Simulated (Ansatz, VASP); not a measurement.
# One calculation of Al, two programs

INCAR

```
SYSTEM = Al
AGGAC    = 1.0          
AGGAX    = 1.0          
ALDAC    = 0.0          
ALDAX    = 1.0          
ALGO     = Normal         ! electronic algorithm
EDIFF    = 1E-6           ! SCF threshold, eV
EDIFFG   = -0.01          ! ionic threshold
ENCUT    = 600            ! plane-wave cutoff, eV
GGA      = B5             ! functional
IBRION   = 2              ! ionic algorithm
ISIF     = 3              ! what is computed and relaxed
ISMEAR   = -1             ! smearing method
IVDW     = 12             ! dispersion correction
LASPH    = .True.         ! aspherical terms in the spheres
LCHARG   = .False.        ! write CHGCAR
LREAL    = .False.        ! projectors in reciprocal space
LWAVE    = .False.        ! write WAVECAR
NELM     = 80             ! most SCF steps
NSW      = 60             ! ionic steps
PREC     = Accurate       ! precision mode
SIGMA    = 0.05           ! smearing width, eV
VDW_A1   = 0.4298       
VDW_A2   = 4.2359       
VDW_S6   = 1.0          
VDW_S8   = 2.6996
```

Contents of KPOINTS:

```
k-points
0
Gamma
  12 12 12
  0 0 0
```

Contents of POSCAR:

```
Al
1.0
   -1.5912186900      1.5912186900      1.5912186900
    1.5912186900     -1.5912186900      1.5912186900
    1.5912186900      1.5912186900     -1.5912186900
Al
1
Direct
    0.0000000000      0.0000000000      0.0000000000
```

Contents of input.yaml:

```yaml
crystal:
  lattice:
    - [-1.59121869, 1.59121869, 1.59121869]
    - [1.59121869, -1.59121869, 1.59121869]
    - [1.59121869, 1.59121869, -1.59121869]
  atoms:
    - { symbol: Al, position: [0.0, 0.0, 0.0] }
hamiltonian:
  xc: blyp
  pseudopotentials: { kind: paw }
  dispersion: d3bj
kpoints:
  mp_grid: { grid: [12, 12, 12] }
scf:
  occupations: { method: fermi_dirac, width: 0.05 }
output:
  forces: true
  stress: true
  eigenvalues: true
  write_density: true
  write_potential: true
  elf: true
  volumetric_format: npy
relax:
  f_tol: 0.01
  max_steps: 40
  cell: { stress_tol: 0.05 }
```

Alike in both runs: task relaxation of cell and atoms; functional BLYP; dispersion D3(BJ); k mesh 12 × 12 × 12; occupations fermi-dirac, width 0.05 eV; no spin polarisation.

```csv
,VASP,Ansatz
version,VASP 6.6.1,Ansatz 0.2.0
potentials or method,"VASP PAW PBE potentials, release 64 (Al)",Ansatz PAW
plane-wave cutoff (eV),600,420
valence electrons in the cell,3,3
```

Ansatz gave:

| Item | Value |
| --- | --- |
| gap on the k mesh at the Fermi level, each at its own relaxed structure (eV) | none |
| relaxed volume (Å³/atom) | 15.97 |
| relaxed cell length with the largest relative difference (Å) | 2.748 |

Q: Estimate VASP's values.

A: gap on the k mesh at the Fermi level, each at its own relaxed structure (eV): none; relaxed volume (Å³/atom): 16.01; relaxed cell length with the largest relative difference (Å): 2.750.

VASP's potentials were made for PBE, not for BLYP. A gap of «none» marks a metal or a gap that the smearing closes.

Noted on Ansatz's run: the plane-wave basis is chosen anew once the cell has moved, so the energies of steps on either side of that aren't comparable.
